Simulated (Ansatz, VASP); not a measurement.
C: VASP beside Ansatz

```
CELL_PARAMETERS angstrom
-2.33937 2.33937 1.29881
2.33937 -2.33937 1.29881
2.33937 2.33937 -1.29881
ATOMIC_POSITIONS crystal
C 0.75000 0.25000 0.50000
C 0.25000 0.75000 0.50000
C 0.50000 0.50000 0.00000
```

Alike in both runs: functional PBE; k mesh 20 × 20 × 20; occupations gaussian, width 0.1 eV; no spin polarisation.

Ansatz relaxed the structure, and its values are those at the end. VASP's run is a single point on that final structure, the one shown.

|  | VASP | Ansatz |
| --- | --- | --- |
| version | VASP 6.6.1 | Ansatz 0.2.0 |
| potentials or method | VASP PAW PBE potentials, release 64 (C), cutoff 520 eV | scalar-relativistic, plane waves, PAW |
| valence electrons in the cell | 12 | 12 |

```csv
,VASP,Ansatz,Ansatz less VASP
gap on the k mesh at the Fermi level (eV),none,none,-
pressure (GPa),-0.2,0.0,+0.18
```

A gap of «none» marks a metal or a gap that the smearing closes. With one functional, cell and mesh, what is left measures potentials, basis and numerics.
